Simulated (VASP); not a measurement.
Set up this calculation in VASP 6.6.1, as the native input.

| Item | Value |
| --- | --- |
| Task | single point |
| Functional | PBE |
| Potentials or basis | VASP PAW PBE potentials, release 64 (Cu, F) |
| Cutoff | 520 eV |
| k mesh | 6 × 6 × 1 |
| Occupations | gaussian, width 0.1 eV |
| Spin | no spin polarisation |
| Dipole correction | yes |
| Further INCAR settings | ALGO = Normal; EDIFF = 1e-07; NBANDS = 82 |

The structure of Cu12F lies in POSCAR:

```
Cu12F
1.0
    5.1319544646      0.0000000000      0.0000000000
   -2.5659772323      4.4444029374      0.0000000000
    0.0000000000      0.0000000000     19.6215700548
Cu F
12 1
Direct
    0.3333333334      0.1666666667      0.2038572851
    0.3333333334      0.6666666667      0.2038572851
    0.8333333334      0.1666666667      0.2038572851
    0.8333333333      0.6666666667      0.2038572851
    0.1666666667      0.3333333333      0.3088788036
    0.1666666667      0.8333333333      0.3088788036
    0.6666666667      0.3333333333      0.3088788036
    0.6666666667      0.8333333333      0.3088788036
    0.0000000000      0.0000000000      0.4139103055
    0.0000000000      0.5000000000      0.4139103055
    0.5000000000      0.0000000000      0.4139103055
    0.5000000000      0.5000000000      0.4139103055
    0.0833333334      0.1666666667      0.5009480755
```

One way to write it, as run:

INCAR

```
SYSTEM = Cu12F
PREC = Accurate
ENCUT = 520
EDIFF = 1E-7
ISMEAR = 0
SIGMA = 0.1
LREAL = .False.
LASPH = .True.
NELM = 100
ALGO = Normal
ISIF = 2
LWAVE = .False.
LCHARG = .False.
LDIPOL = .True.
IDIPOL = 3
DIPOL = 0.5 0.5 0.324
GGA = PE
NBANDS = 82
```

KPOINTS

```
regular mesh
0
Gamma
  6 6 1
  0 0 0
```

Potentials or basis: VASP PAW PBE potentials, release 64 (Cu, F).

Launch:

```bash
$ cat potpaw_PBE.64/Cu/POTCAR potpaw_PBE.64/F/POTCAR > POTCAR
$ mpirun -np 1 vasp_std > vasp.out
```

It gave:

```
Largest force          : 0.517 eV/Å
Band gap on the k mesh : zero (an odd number of electrons rules out a gap without spin polarisation)
```

Caveat: an odd number of electrons without spin polarisation forces a metal; a magnetic or distorted state may lie lower.

Wall time 15 min on 1 thread of Intel(R) Xeon(R) 6975P-C (Granite Rapids) (shared host), peak memory 0.74 GiB.
